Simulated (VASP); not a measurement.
TiTe2:

```
CELL_PARAMETERS angstrom
3.77700 0.00000 0.00000
-1.88850 3.27098 0.00000
0.00000 0.00000 6.49800
ATOMIC_POSITIONS crystal
Te 0.33333 0.66667 0.73720
Te 0.66667 0.33333 0.26280
Ti 0.00000 0.00000 0.00000
```

```yaml
Program: VASP 6.6.1
Task: relaxation of cell and atoms
Functional: PBEsol
Potentials_or_basis: VASP PAW PBE potentials, release 64 (Te, Ti_sv)
Cutoff: 600 eV
k_mesh: 8 × 8 × 4
Occupations: fermi-dirac, width 0.05 eV
Spin: no spin polarisation
Hubbard_terms: Ti d U = 7.0 eV
```

At the start: pressure 2.6 GPa; volume 26.76 Å³/atom.

**Question.** Where does the relaxation end?

**Answer.** Over 11 steps the energy falls by 10.3 meV/atom and the volume is 28.48 Å³/atom (+6.4 %); space group P-3m1 (No. 164, to 0.1 Å) before and after.

The path:
```
step  energy change (eV)  largest force (eV/Å)  pressure (GPa)  volume (Å³)
   1              0.0000                0.1928            2.61        80.28
   2             -0.0096                0.4221           -1.72        85.45
   3             -0.0238                0.1666            0.05        83.14
   4             -0.0267                0.1117            0.05        83.49
   5             -0.0282                0.0325            0.05        83.99
   6             -0.0282                0.0364            0.04        83.96
   7             -0.0287                0.0353            0.03        84.13
   8             -0.0298                0.0322           -0.04        84.61
   9             -0.0307                0.0288           -0.18        85.59
  10             -0.0307                0.0409            0.21        85.30
  11             -0.0309                0.0035            0.00        85.45
```

Final structure:
```xyz
3
Lattice="3.8464 0.0000 0.0000 -1.9232 3.3311 0.0000 0.0000 0.0000 6.6694" Properties=species:S:1:pos:R:3 pbc="T T T"
Te    0.0000    2.2207    4.9618
Te    1.9232    1.1104    1.7075
Ti    0.0000    0.0000    0.0000
```

Caveat: the PAW data sets were made with another functional, which shifts forces and pressure a little; this functional lacks dispersion, which binds layers or chains, so the pressure and a relaxed spacing across them are unreliable; U without spin polarisation on a metal has little footing; the U is typed as a test and isn't derived for this compound.
